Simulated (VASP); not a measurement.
# Zr (P6_3/mmc) in VASP: notebook

The runs below take Zr through single point, relaxation of cell and atoms, with PBE.

Everything below comes from runs of VASP 6.6.1. Logs are shortened: lines on timing, memory, paths and dates and some standing lists are left out, and cuts for length are marked.

## 1. The cell of the first run

Symmetry: P6_3/mmc, No. 194, hexagonal system. The conventional cell has a = 3.221 Å, b = 3.221 Å, c = 10.410 Å, α = 90.00°, β = 90.00°, γ = 120.00°. Zr (site symmetry -3m) has 12 Zr at 3.20 to 3.22 Å within 4.2 Å. Within 4.2 Å of Zr (site symmetry -6m2) lie 12 Zr at 3.20 to 3.22 Å.

## 2. Single point, PBE

The input, INCAR:

```
SYSTEM = Zr
ALGO = Normal
EDIFF = 1E-7
ENCUT = 520
GGA = PE
ISIF = 2
ISMEAR = 0
LASPH = .True.
LCHARG = .False.
LREAL = .False.
LWAVE = .False.
NBANDS = 32
NELM = 80
PREC = Accurate
SIGMA = 0.1
```

The input, KPOINTS:

```
k-points
0
Gamma
  6 6 2
  0 0 0
```

The input, POSCAR:

```
Zr
1.0
    3.2208983504      0.0000000000      0.0000000000
   -1.6104491752      2.7893797945      0.0000000000
    0.0000000000      0.0000000000     10.4097738488
Zr
4
Direct
    0.0000000000      0.0000000000      0.0000000000
    0.0000000000      0.0000000000      0.5000000000
    0.3333333333      0.6666666667      0.7500000000
    0.6666666667      0.3333333333      0.2500000000
```

Potentials or basis: VASP PAW PBE potentials, release 64 (Zr_sv).

The run is started by

```sh
$ cat potpaw_PBE.64/Zr_sv/POTCAR > POTCAR
$ mpirun -np 1 vasp_std > vasp.out
```

OUTCAR:

```text
SYSTEM = Zr
   EDIFF = 1E-7
   ENCUT = 520
   GGA = PE
   ISIF = 2
   ISMEAR = 0
   LASPH = .True.
   LREAL = .False.
   NELM = 80
   PREC = Accurate

 ion  position               nearest neighbor table
   1  0.000  0.000  0.000-   3 3.20   4 3.20   4 3.20   3 3.20   4 3.20   3 3.20
   2  0.000  0.000  0.500-   3 3.20   4 3.20   4 3.20   3 3.20   4 3.20   3 3.20
   3  0.333  0.667  0.750-   1 3.20   2 3.20   1 3.20   2 3.20   1 3.20   2 3.20
   4  0.667  0.333  0.250-   1 3.20   2 3.20   1 3.20   2 3.20   1 3.20   2 3.20

  LATTYP: Found a hexagonal cell.
 ALAT       =     3.2208983504
 C/A-ratio  =     3.2319473378

  Lattice vectors:

 A1 = (   3.2208983504,   0.0000000000,   0.0000000000)
 A2 = (  -1.6104491752,   2.7893797945,   0.0000000000)
 A3 = (   0.0000000000,   0.0000000000,  10.4097738488)

Analysis of symmetry for initial positions (statically):
=====================================================================
 Subroutine PRICEL returns:
 Original cell was already a primitive cell.

 Routine SETGRP: Setting up the symmetry group for a
 hexagonal supercell.

 Subroutine GETGRP returns: Found 24 space group operations
 (whereof 12 operations were pure point group operations)
 out of a pool of 24 trial point group operations.

The static configuration has the point symmetry D_3d.
 The point group associated with its full space group is D_6h.

Analysis of symmetry for dynamics (positions and initial velocities):
=====================================================================
 Subroutine PRICEL returns:
 Original cell was already a primitive cell.

 Routine SETGRP: Setting up the symmetry group for a
 hexagonal supercell.

 Subroutine GETGRP returns: Found 24 space group operations
 (whereof 12 operations were pure point group operations)
 out of a pool of 24 trial point group operations.

The dynamic configuration has the point symmetry D_3d.
 The point group associated with its full space group is D_6h.

 Subroutine INISYM returns: Found 24 space group operations
 (whereof 12 operations are pure point group operations),
 and found     1 'primitive' translations

----------------------------------------------------------------------------------------

[... 81 lines left out ...]
   LSORBIT =      F    spin-orbit coupling
   LASPH  =      T    aspherical Exc in radial PAW
   ENCUT  =  520.0 eV  38.22 Ry    6.18 a.u.   5.99  5.99 19.36*2*pi/ulx,y,z
   NELM   =     80;   NELMIN=  2; NELMDL= -5     # of ELM steps
   EDIFF  = 0.1E-06   stopping-criterion for ELM
   LREAL  =      F    real-space projection
   EDIFFG = 0.1E-05   stopping-criterion for IOM
   NSW    =      0    number of steps for IOM
   IBRION =     -1    ionic relax: 0-MD 1-quasi-New 2-CG
   NFREE  =      0    steps in history (QN), initial steepest desc. (CG)
   ISIF   =      2    stress and relaxation
   ISYM   =      2    0-nonsym 1-usesym 2-fastsym
   POTIM  = 0.5000    time-step for ionic-motion
   TEBEG  =    0.0;   TEEND  =   0.0 temperature during run
   PSTRESS=    0.0 pullay stress
   NELECT =      48.0000    total number of electrons
   NUPDOWN=      -1.0000    fix difference up-down
   EMIN   =  10.00;   EMAX   =-10.00  energy-range for DOS
   EFERMI =   0.00;   METHOD = LEGACY
   ISMEAR =     0;   SIGMA  =   0.10  broadening in eV -4-tet -1-fermi 0-gaus
   EFERMI_NEDOS =   21; number of points for ismear=-14 and -15
   IALGO  =     38    algorithm
   IMIX   =      4    mixing-type and parameters
     AMIX     =   0.40;   BMIX     =  1.00
     AMIX_MAG =   1.60;   BMIX_MAG =  1.00
  volume/ion in A,a.u.               =      23.38       157.78
  Fermi-wavevector in a.u.,A,eV,Ry     =   1.310730  2.476921 23.374989  1.718013
  Thomas-Fermi vector in A             =   2.441240
   LORBIT       =      0    0 simple, 1 ext, 2 COOP (PROOUT), +10 PAW based schemes
   GGA     = PE    functional components
   LHFCALC =     F    Hartree Fock is set to
   AEXX    =    0.0000 exact exchange contribution
   IVDW    =     0    specifies the selected vdW correction
   LEPSILON=     F    determine dielectric tensor
   LRPA    =     F    only Hartree local field effects (RPA)
 non-spin polarized calculation
 Gauss-broadening in eV      SIGMA  =   0.10
  energy-cutoff  :      520.00
  volume of cell :       93.52
 maximum number of plane-waves:      2556
 NGX is ok and might be reduce to    24
   NGX = 11   NGY = 11   NGZ = 39

 number of electron      48.0000002 magnetization

 Free energy of the ion-electron system (eV)
  ---------------------------------------------------
  ext. energy  EPLUGINS =         0.00000000
  ---------------------------------------------------
  free energy    TOTEN  =       -33.94801155 eV

  energy without entropy =      -33.92299311  energy(sigma->0) =      -33.93550233

 E-fermi :   8.8372     XC(G=0): -11.0644

 val. band max:        8.8183216681   @ k =   0.5000  -0.0000   0.0000
 cond. band min:       8.8613146487   @ k =   0.3333   0.3333   0.0000
 fundamental gap:      0.0429929806
 Fermi energy:         8.8371508058

 k-point     1 :       0.0000    0.0000    0.0000
  band No.  band energies     occupation
      1     -39.8980      2.00000
      2     -39.8449      2.00000
      3     -39.8028      2.00000
      4     -39.7485      2.00000
      5     -18.3748      2.00000
      6     -17.9166      2.00000
[... 479 lines left out ...]
     31      11.8042      0.00000
     32      11.8042      0.00000

------------------------ aborting loop because EDIFF is reached ----------------------------------------

  FORCE on cell =-STRESS in cart. coord.  units (eV):
  Direction    XX          YY          ZZ          XY          YZ          ZX
  --------------------------------------------------------------------------------------
  -------------------------------------------------------------------------------------
  Total       -0.0304848     -0.0304848      0.0207673      0.0000000      0.0000000      0.0000000
  in kB       -0.5222366     -0.5222366      0.3557662      0.0000000      0.0000000      0.0000000
  external PRESSURE =      -0.2295690 kB  Pullay stress =       0.0000000 kB

 VOLUME and BASIS-vectors are now :
 -----------------------------------------------------------------------------
  energy-cutoff  :      520.00
  volume of cell :       93.52
      direct lattice vectors                 reciprocal lattice vectors
     3.220898350  0.000000000  0.000000000     0.310472387  0.179251316  0.000000000
    -1.610449175  2.789379794  0.000000000     0.000000000  0.358502633  0.000000000
     0.000000000  0.000000000 10.409773849     0.000000000  0.000000000  0.096063566

 POSITION                                       TOTAL-FORCE (eV/Angst)
 -----------------------------------------------------------------------------------
      0.00000      0.00000      0.00000         0.000000     -0.000000     -0.000000
      0.00000      0.00000      5.20489         0.000000     -0.000000     -0.000000
     -0.00000      1.85959      7.80733        -0.000000     -0.000000     -0.000000
      1.61045      0.92979      2.60244         0.000000      0.000000      0.000000
 -----------------------------------------------------------------------------------
    total drift:                                0.000000      0.000000     -0.000000

  FREE ENERGIE OF THE ION-ELECTRON SYSTEM (eV)
  ---------------------------------------------------
  free  energy   TOTEN  =       -33.9480115523 eV

  energy  without entropy=      -33.9229931050  energy(sigma->0) =      -33.93550233
```

OSZICAR:

```text
N       E                     dE             d eps       ncg     rms          rms(c)
DAV:   1     0.493767343355E+03    0.49377E+03   -0.25637E+04   896   0.150E+03
DAV:   2     0.438519015101E+01   -0.48938E+03   -0.47500E+03  1040   0.442E+02
DAV:   3    -0.332637801988E+02   -0.37649E+02   -0.36132E+02  1520   0.869E+01
DAV:   4    -0.352858948471E+02   -0.20221E+01   -0.20144E+01  1328   0.194E+01
DAV:   5    -0.353535589027E+02   -0.67664E-01   -0.67657E-01  1304   0.312E+00    0.200E+01
DAV:   6    -0.341580719885E+02    0.11955E+01   -0.18920E+00   960   0.873E+00    0.783E+00
DAV:   7    -0.339374735736E+02    0.22060E+00   -0.12152E+00  1200   0.611E+00    0.161E+00
DAV:   8    -0.339482105681E+02   -0.10737E-01   -0.10995E-01  1232   0.212E+00    0.119E+00
DAV:   9    -0.339490876634E+02   -0.87710E-03   -0.54237E-02  1136   0.187E+00    0.197E-01
DAV:  10    -0.339480296100E+02    0.10581E-02   -0.57664E-03  1176   0.638E-01    0.430E-02
DAV:  11    -0.339480131892E+02    0.16421E-04   -0.35572E-04  1216   0.109E-01    0.221E-02
DAV:  12    -0.339480132233E+02   -0.34148E-07   -0.20470E-05  1296   0.278E-02    0.898E-03
DAV:  13    -0.339480113508E+02    0.18725E-05   -0.30927E-06  1184   0.147E-02    0.201E-03
DAV:  14    -0.339480115950E+02   -0.24414E-06   -0.27140E-07   872   0.447E-03    0.686E-04
DAV:  15    -0.339480115523E+02    0.42662E-07   -0.43754E-08   600   0.137E-03
   1 F= -.33948012E+02 E0= -.33935502E+02  d E =-.250184E-01
```

stdout:

```text
POSCAR found type information on POSCAR Zr
 POSCAR found :  1 types and       4 ions
 scaLAPACK will be used
 LDA part: xc-table for (Slater+PW92), standard interpolation
 POSCAR, INCAR and KPOINTS ok, starting setup
 FFT: planning ... GRIDC
 FFT: planning ... GRID_SOFT
 FFT: planning ... GRID
 WAVECAR not read
 entering main loop
```

Wall time 34 s (1 thread of Intel Xeon Platinum 8259CL at 2.50GHz (Skylake/Cascade Lake), shared host); peak memory 0.2 GiB.

Results:

```yaml
Free_energy: -33.9480 eV
Pressure: 0.0 GPa
Band_gap_on_the_k_mesh: zero (bands 24 and 25 overlap by 0.99 eV)
```

Stress tensor (GPa, compression positive):
```
-0.05  0.00  0.00
 0.00 -0.05  0.00
 0.00  0.00  0.04
```

Caveat: the k points lie up to 0.38 Å⁻¹ apart, too coarse for converged energies and pressures of a metal.

(Continued in part 2 of 2.)
